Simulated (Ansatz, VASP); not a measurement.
**One calculation of Rb, two programs**

```
Rb
1.0
     5.14086    0.00000    0.00000
    -2.57043    4.45212    0.00000
     0.00000    0.00000    8.35066
Rb
2
Direct
  0.33333 0.66667 0.25000
  0.66667 0.33333 0.75000
```

Alike in both runs: functional r2SCAN; k mesh 12 × 12 × 8; occupations gaussian, width 0.1 eV; no spin polarisation.

Ansatz relaxed the structure, and its values are those at the end. VASP's run is a single point on that final structure, the one shown.

|  | VASP | Ansatz |
| --- | --- | --- |
| version | VASP 6.6.1 | Ansatz 0.2.0 |
| potentials or method | VASP PAW PBE potentials, release 64 (Rb_sv), cutoff 520 eV | scalar-relativistic, plane waves, PAW |
| valence electrons in the cell | 18 | 18 |

|  | VASP | Ansatz | Ansatz less VASP |
| --- | --- | --- | --- |
| gap on the k mesh at the Fermi level (eV) | none | none | - |
| pressure (GPa) | 0.0 | 0.0 | -0.03 |

VASP's potentials were made for PBE, not for r2SCAN. A gap of «none» marks a metal or a gap that the smearing closes. The functional is the same, so the differences come from potentials, cutoffs and numerics.
